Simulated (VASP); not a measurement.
# Na3YF6 (Fm-3m) in VASP: single point with PBEsol+D4

Aim: the single point of Na3YF6 with PBEsol+D4.

Program: VASP 6.6.1. These are calculated values, not measurements. Logs are shortened: lines on timing, memory, paths and dates and some standing lists are left out, and cuts for length are marked.

### 1 The cell of the first run

It takes space group Fm-3m (No. 225, cubic). The conventional cell has a = 8.770 Å, b = 8.770 Å, c = 8.770 Å, α = 90.00°, β = 90.00°, γ = 90.00°. Within 4.1 Å of Na (site symmetry -43m) lie 12 F at 3.10 Å and 4 Na at 3.80 Å and 4 Y at 3.80 Å. Na (site symmetry m-3m) has 6 F at 2.22 Å within 2.9 Å. Y (site symmetry m-3m) has 6 F at 2.16 Å within 2.9 Å. Within 2.9 Å of F (site symmetry 4mm) lie 1 Y at 2.16 Å and 1 Na at 2.22 Å.

### 2 Single point, PBEsol+D4

The input, INCAR:

```
PREC = Accurate
ENCUT = 520
EDIFF = 1E-7
ISMEAR = -1
SIGMA = 0.05
LREAL = F
LASPH = T
NELM = 80
ALGO = Normal
ISIF = 2
LWAVE = F
LCHARG = F
GGA = PS
IVDW = 13
NBANDS = 48
```

The input, KPOINTS:

```
regular mesh
0
Gamma
  2 2 2
```

The input, POSCAR:

```
Na3YF6
1.0
    6.2011840000      0.0000000000      0.0000000000
    3.1005920000      5.3703828775      0.0000000000
    3.1005920000      1.7901276258      5.0632455337
Na Y F
3 1 6
Direct
    0.7500000000      0.7500000000      0.7500000000
    0.2500000000      0.2500000000      0.2500000000
    0.5000000000      0.5000000000      0.5000000000
    0.0000000000      0.0000000000      0.0000000000
    0.7531350000      0.2468650000      0.2468650000
    0.2468650000      0.2468650000      0.7531350000
    0.2468650000      0.7531350000      0.7531350000
    0.2468650000      0.7531350000      0.2468650000
    0.7531350000      0.2468650000      0.7531350000
    0.7531350000      0.7531350000      0.2468650000
```

Potentials or basis: VASP PAW PBE potentials, release 64 (Na_pv, Y_sv, F).

Command:

```bash
cat potpaw_PBE.64/Na_pv/POTCAR potpaw_PBE.64/Y_sv/POTCAR potpaw_PBE.64/F/POTCAR > POTCAR
mpirun -np 1 vasp_std > vasp.out
```

OUTCAR:

```text
PREC = Accurate
   ENCUT = 520
   EDIFF = 1E-7
   ISMEAR = -1
   LREAL = F
   LASPH = T
   NELM = 80
   ISIF = 2
   GGA = PS
   IVDW = 13

 ion  position               nearest neighbor table
   1  0.750  0.750  0.750-
   2  0.250  0.250  0.250-
   3  0.500  0.500  0.500-   5 2.22   7 2.22   6 2.22   8 2.22   9 2.22  10 2.22
   4  0.000  0.000  0.000-   5 2.16   7 2.16   6 2.16   8 2.16   9 2.16  10 2.16
   5  0.753  0.247  0.247-   4 2.16   3 2.22
   6  0.247  0.247  0.753-   4 2.16   3 2.22
   7  0.247  0.753  0.753-   4 2.16   3 2.22
   8  0.247  0.753  0.247-   4 2.16   3 2.22
   9  0.753  0.247  0.753-   4 2.16   3 2.22
  10  0.753  0.753  0.247-   4 2.16   3 2.22

  LATTYP: Found a face centered cubic cell.
 ALAT       =     8.7697985155

  Lattice vectors:

 A1 = (   6.2011840000,   0.0000000000,   0.0000000000)
 A2 = (   3.1005920000,   5.3703828775,   0.0000000000)
 A3 = (   3.1005920000,   1.7901276258,   5.0632455337)

Analysis of symmetry for initial positions (statically):
=====================================================================
 Subroutine PRICEL returns:
 Original cell was already a primitive cell.

 Routine SETGRP: Setting up the symmetry group for a
 face centered cubic supercell.

 Subroutine GETGRP returns: Found 48 space group operations
 (whereof 48 operations were pure point group operations)
 out of a pool of 48 trial point group operations.

The static configuration has the point symmetry O_h .

Analysis of symmetry for dynamics (positions and initial velocities):
=====================================================================
 Subroutine PRICEL returns:
 Original cell was already a primitive cell.

 Routine SETGRP: Setting up the symmetry group for a
 face centered cubic supercell.

 Subroutine GETGRP returns: Found 48 space group operations
 (whereof 48 operations were pure point group operations)
 out of a pool of 48 trial point group operations.

The dynamic configuration has the point symmetry O_h .

 Subroutine INISYM returns: Found 48 space group operations
 (whereof 48 operations are pure point group operations),
 and found     1 'primitive' translations

----------------------------------------------------------------------------------------

                                     Primitive cell

  volume of cell :     168.6199

  direct lattice vectors                    reciprocal lattice vectors
     6.201184000  0.000000000  0.000000000     0.161259527 -0.093103231 -0.065833926
     3.100592000  5.370382877  0.000000000     0.000000000  0.186206463 -0.065833926
     3.100592000  1.790127626  5.063245534     0.000000000  0.000000000  0.197501779

  length of vectors
     6.201184000  6.201184000  6.201184000     0.197501779  0.197501779  0.197501779

  position of ions in fractional coordinates (direct lattice)
     0.750000000  0.750000000  0.750000000
     0.250000000  0.250000000  0.250000000
     0.500000000  0.500000000  0.500000000
     0.000000000  0.000000000  0.000000000
     0.753135000  0.246865000  0.246865000
     0.246865000  0.246865000  0.753135000
     0.246865000  0.753135000  0.753135000
     0.246865000  0.753135000  0.246865000
     0.753135000  0.246865000  0.753135000
     0.753135000  0.753135000  0.246865000

  ion indices of the primitive-cell ions
   primitive index   ion index
                 1           1
                 2           2
                 3           3
                 4           4
                 5           5
                 6           6
                 7           7
                 8           8
                 9           9
                10          10

----------------------------------------------------------------------------------------

 KPOINTS: regular mesh

Automatic generation of k-mesh.
 Grid dimensions read from file:
 generate k-points for:    2    2    2

 Generating k-lattice:

  Cartesian coordinates                     Fractional coordinates (reciprocal lattice)
     0.080629764 -0.046551616 -0.032916963     0.500000000 -0.000000000  0.000000000
     0.000000000  0.093103231 -0.032916963     0.000000000  0.500000000  0.000000000
     0.000000000  0.000000000  0.098750889     0.000000000  0.000000000  0.500000000

  Length of vectors
     0.098750889  0.098750889  0.098750889

  Shift w.r.t. Gamma in fractional coordinates (k-lattice)
     0.000000000  0.000000000  0.000000000

 Subroutine IBZKPT returns following result:
 ===========================================

 Found      3 irreducible k-points:

 Following reciprocal coordinates:
            Coordinates               Weight
  0.000000  0.000000  0.000000      1.000000
  0.500000 -0.000000  0.000000      4.000000
  0.500000  0.500000 -0.000000      3.000000
   k-points           NKPTS =      3   k-points in BZ     NKDIM =      3   number of bands    NBANDS=     48
   number of dos      NEDOS =    301   number of ions     NIONS =     10
   total plane-waves  NPLWV = 110592
   dimension x,y,z NGX =    48 NGY =   48 NGZ =   48
   dimension x,y,z NGXF=    96 NGYF=   96 NGZF=   96
   ions per type =               3   1   6
   NGX,Y,Z   is equivalent  to a cutoff of  12.87, 12.87, 12.87 a.u.
   NGXF,Y,Z  is equivalent  to a cutoff of  25.74, 25.74, 25.74 a.u.
 SYSTEM =  unknown system
   PREC   = accura    normal or accurate (medium, high low for compatibility)
   ISTART =      0    job   : 0-new  1-cont  2-samecut
   ICHARG =      2    charge: 1-file 2-atom 10-const
   ISPIN  =      1    spin polarized calculation?
   LNONCOLLINEAR =      F non collinear calculations
   LSORBIT =      F    spin-orbit coupling
   LASPH  =      T    aspherical Exc in radial PAW
   ENCUT  =  520.0 eV  38.22 Ry    6.18 a.u.  11.53 11.53 11.53*2*pi/ulx,y,z
   NELM   =     80;   NELMIN=  2; NELMDL= -5     # of ELM steps
   EDIFF  = 0.1E-06   stopping-criterion for ELM
   LREAL  =      F    real-space projection
   EDIFFG = 0.1E-05   stopping-criterion for IOM
   NSW    =      0    number of steps for IOM
   IBRION =     -1    ionic relax: 0-MD 1-quasi-New 2-CG
   NFREE  =      0    steps in history (QN), initial steepest desc. (CG)
   ISIF   =      2    stress and relaxation
   ISYM   =      2    0-nonsym 1-usesym 2-fastsym
   POTIM  = 0.5000    time-step for ionic-motion
   TEBEG  =    0.0;   TEEND  =   0.0 temperature during run
   PSTRESS=    0.0 pullay stress
   NELECT =      74.0000    total number of electrons
   NUPDOWN=      -1.0000    fix difference up-down
   EMIN   =  10.00;   EMAX   =-10.00  energy-range for DOS
   EFERMI =   0.00;   METHOD = LEGACY
   ISMEAR =    -1;   SIGMA  =   0.05  broadening in eV -4-tet -1-fermi 0-gaus
   EFERMI_NEDOS =   21; number of points for ismear=-14 and -15
   IALGO  =     38    algorithm
   IMIX   =      4    mixing-type and parameters
     AMIX     =   0.40;   BMIX     =  1.00
     AMIX_MAG =   1.60;   BMIX_MAG =  1.00
  volume/ion in A,a.u.               =      16.86       113.79
  Fermi-wavevector in a.u.,A,eV,Ry     =   1.244082  2.350975 21.058292  1.547741
  Thomas-Fermi vector in A             =   2.378365
   LORBIT       =      0    0 simple, 1 ext, 2 COOP (PROOUT), +10 PAW based schemes
   GGA     = PS    functional components
   LHFCALC =     F    Hartree Fock is set to
   AEXX    =    0.0000 exact exchange contribution
   IVDW    =    13    specifies the selected vdW correction
   LEPSILON=     F    determine dielectric tensor
   LRPA    =     F    only Hartree local field effects (RPA)
 non-spin polarized calculation
  energy-cutoff  :      520.00
  volume of cell :      168.62
 maximum number of plane-waves:      4573
 NGX is ok and might be reduce to    48
   NGX = 23   NGY = 23   NGZ = 23

 number of electron      74.0000001 magnetization

 Free energy of the ion-electron system (eV)
  ---------------------------------------------------
  ext. energy  EPLUGINS =         0.00000000
  ---------------------------------------------------
  free energy    TOTEN  =       -53.96016669 eV

  energy without entropy =      -53.96016669  energy(sigma->0) =      -53.96016669

 E-fermi :  -1.7675     XC(G=0):  -8.2017

 val. band max:       -2.9573579271   @ k =   0.0000   0.0000   0.0000
 cond. band min:       2.1599639735   @ k =   0.0000   0.0000   0.0000
 fundamental gap:      5.1173219006
 Fermi energy:        -1.7674936155

 k-point     1 :       0.0000    0.0000    0.0000
  band No.  band energies     occupation
      1     -40.7959      2.00000
      2     -23.9432      2.00000
      3     -23.9432      2.00000
      4     -23.9432      2.00000
      5     -23.9412      2.00000
      6     -23.9412      2.00000
[... 40 lines left out ...]
     47       8.3965      0.00000
     48       9.1897      0.00000

 k-point     2 :       0.5000   -0.0000    0.0000
  band No.  band energies     occupation
      1     -40.7959      2.00000
      2     -23.9457      2.00000
      3     -23.9442      2.00000
      4     -23.9434      2.00000
      5     -23.9434      2.00000
      6     -23.9426      2.00000
[... 40 lines left out ...]
     47       7.9932      0.00000
     48       8.4900      0.00000

 k-point     3 :       0.5000    0.5000   -0.0000
  band No.  band energies     occupation
      1     -40.7958      2.00000
      2     -23.9477      2.00000
      3     -23.9477      2.00000
      4     -23.9477      2.00000
      5     -23.9407      2.00000
      6     -23.9407      2.00000
[... 40 lines left out ...]
     47       9.1109      0.00000
     48      10.0425      0.00000

------------------------ aborting loop because EDIFF is reached ----------------------------------------

  DFT-D4 for vdW energy calculation

  Edisp (eV):   -0.34807

  FORCE on cell =-STRESS in cart. coord.  units (eV):
  Direction    XX          YY          ZZ          XY          YZ          ZX
  --------------------------------------------------------------------------------------
  -------------------------------------------------------------------------------------
  Total      -2.91001    -2.91001    -2.91001    -0.00000     0.00000    -0.00000
  in kB     -27.65003   -27.65003   -27.65003    -0.00000     0.00000    -0.00000
  external pressure =      -27.65 kB  Pullay stress =        0.00 kB

 VOLUME and BASIS-vectors are now :
 -----------------------------------------------------------------------------
  energy-cutoff  :      520.00
  volume of cell :      168.62
      direct lattice vectors                 reciprocal lattice vectors
     6.201184000  0.000000000  0.000000000     0.161259527 -0.093103231 -0.065833926
     3.100592000  5.370382877  0.000000000     0.000000000  0.186206463 -0.065833926
     3.100592000  1.790127626  5.063245534     0.000000000  0.000000000  0.197501779

 POSITION                                       TOTAL-FORCE (eV/Angst)
 -----------------------------------------------------------------------------------
      9.30178      5.37038      3.79743         0.000000     -0.000000     -0.000000
      3.10059      1.79013      1.26581         0.000000     -0.000000     -0.000000
      6.20118      3.58026      2.53162         0.000000     -0.000000     -0.000000
      0.00000      0.00000      0.00000         0.000000     -0.000000     -0.000000
      6.20118      1.76768      1.24994         0.000000     -0.251575     -0.177890
      4.63145      2.67397      3.81331        -0.217870     -0.125787      0.177890
      6.20118      5.39283      3.81331         0.000000      0.251575      0.177890
      4.63145      4.48654      1.24994        -0.217870      0.125787     -0.177890
      7.77092      2.67397      3.81331         0.217870     -0.125787      0.177890
      7.77092      4.48654      1.24994         0.217870      0.125787     -0.177890
 -----------------------------------------------------------------------------------
    total drift:                               -0.000000     -0.000000     -0.000000

  FREE ENERGIE OF THE ION-ELECTRON SYSTEM (eV)
  ---------------------------------------------------
  free  energy   TOTEN  =       -54.3082347225 eV

  energy  without entropy=      -54.3082347224  energy(sigma->0) =      -54.30823472
```

Run time: 21 s. Hardware: 1 thread of Intel Xeon 6975P-C (Granite Rapids), shared host; peak memory 0.33 GiB.

What came out:

| Property | Result |
| --- | --- |
| Free energy | -54.3082 eV |
| Pressure | -2.8 GPa |
| Largest force | 0.308 eV/Å |
| Band gap on the k mesh | 5.12 eV, direct |
| Dispersion energy per atom | -0.035 eV |

Forces in eV/Å, atoms in the order of the input:
```
Na   0.000  0.000  0.000
Na   0.000  0.000  0.000
Na   0.000  0.000  0.000
Y    0.000  0.000  0.000
F    0.000 -0.252 -0.178
F   -0.218 -0.126  0.178
F    0.000  0.252  0.178
F   -0.218  0.126 -0.178
F    0.218 -0.126  0.178
F    0.218  0.126 -0.178
```

Levels at points of the mesh, in eV from the valence-band top:
| k point | band 35 | band 36 | band 37 | band 38 | band 39 | band 40 |
| --- | --- | --- | --- | --- | --- | --- |
| (0.00, 0.00, 0.00) | 0.00 | 0.00 | 0.00 | 5.12 | 8.43 | 8.43 |
| (0.50, 0.00, 0.00) | -0.25 | -0.25 | -0.17 | 6.94 | 7.11 | 8.41 |
| (0.50, 0.50, 0.00) | -0.24 | -0.24 | -0.01 | 7.27 | 7.97 | 7.98 |

Caveat: the k points lie up to 0.62 Å⁻¹ apart; the PAW data sets were made with another functional, which shifts forces and pressure a little.
